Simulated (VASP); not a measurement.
## LaO4: relaxation of cell and atoms with PBE

Crystal: LaO4.

```
La O
1.0
     4.11586    0.00000    0.00000
    -2.05793    3.56444    0.00000
     0.00000    0.00000    4.81769
La O
1 4
Direct
  0.00000 0.00000 0.50000
  0.33333 0.66667 0.19387
  0.33333 0.66667 0.80613
  0.66667 0.33333 0.80613
  0.66667 0.33333 0.19387
```

- Program: VASP 6.6.1
- Task: relaxation of cell and atoms
- Functional: PBE
- Potentials or basis: VASP PAW PBE potentials, release 64 (La, O)
- Cutoff: 600 eV
- k mesh: 6 × 6 × 4
- Occupations: gaussian, width 0.1 eV
- Spin: no spin polarisation
- Dipole correction: no
- Further INCAR settings: ALGO = Normal; EDIFF = 1e-06; IBRION = 2; EDIFFG = -0.04; NSW = 90; ISIF = 3

| Quantity | Value |
| --- | --- |
| Relaxed volume | 11.90 Å³/atom |
| Relaxed cell | a = 4.224 Å, b = 4.224 Å, c = 3.851 Å, α = 90.00°, β = 90.00°, γ = 120.00° |
| Space group after relaxing (to 0.05 Å) | P6/mmm (No. 191) |
| Energy gained by relaxing | 750.5 meV/atom |
| Ionic steps | 11 |
| Pressure after relaxing | -0.3 GPa |
| Largest force after relaxing | 0.003 eV/Å |

Forces on the atoms (eV/Å):
```
La   0.000  0.000  0.000
O    0.000  0.000  0.003
O    0.000  0.000 -0.003
O    0.000  0.000 -0.003
O    0.000  0.000  0.003
```

Stress tensor (GPa, compression positive):
```
-0.22  0.00  0.00
 0.00 -0.22  0.00
 0.00  0.00 -0.52
```

Step by step:
| step | energy change (eV) | largest force (eV/Å) | pressure (GPa) | volume (Å³) |
| --- | --- | --- | --- | --- |
| 1 | 0.0000 | 1.2017 | -14.13 | 70.68 |
| 2 | -3.6398 | 0.7496 | 2.31 | 57.88 |
| 3 | -3.6792 | 0.1624 | 6.13 | 56.86 |
| 4 | -3.6777 | 0.1070 | 5.00 | 57.14 |
| 5 | -3.7296 | 0.7630 | -0.15 | 60.15 |
| 6 | -3.7440 | 0.4773 | 1.31 | 59.17 |
| 7 | -3.7134 | 0.8489 | -4.18 | 60.76 |
| 8 | -3.7513 | 0.0357 | -0.11 | 59.64 |
| 9 | -3.7513 | 0.0085 | -0.55 | 59.67 |
| 10 | -3.7513 | 0.0229 | -0.52 | 59.65 |
| 11 | -3.7526 | 0.0031 | -0.32 | 59.50 |

Final structure:
```yaml
crystal:
  lattice:
    - [4.22382, 0.00000, 0.00000]
    - [-2.11191, 3.65793, 0.00000]
    - [0.00000, 0.00000, 3.85122]
  atoms:
    - { symbol: La, position: [0.00000, 0.00000, 0.50000] }
    - { symbol: O, position: [0.33333, 0.66667, 0.18239] }
    - { symbol: O, position: [0.33333, 0.66667, 0.81761] }
    - { symbol: O, position: [0.66667, 0.33333, 0.81761] }
    - { symbol: O, position: [0.66667, 0.33333, 0.18239] }
```

Levels at points of the mesh, in eV from the Fermi level:
```tsv
k point	band 16	band 17	band 18	band 19	band 20	band 21
(0.00, 0.00, 0.00)	-1.94	-0.58	-0.58	0.88	2.34	2.34
(0.50, 0.00, 0.00)	-1.18	-0.29	0.27	1.29	2.22	2.24
(0.00, 0.00, 0.50)	-3.44	0.15	0.15	1.59	2.29	2.36
(0.50, 0.00, 0.50)	-2.20	-0.63	-0.42	2.09	2.21	2.43
```

Run time: 2.4 min on 1 thread of Intel(R) Xeon(R) 6975P-C (Granite Rapids) (shared host), peak memory 0.25 GiB.

Caveat: the volume moved by over 15 % at a fixed basis, so the end points are rough; spin-orbit coupling is left out, which moves the levels of the heavy elements; an odd number of electrons without spin polarisation forces a metal; a magnetic or distorted state may lie lower.
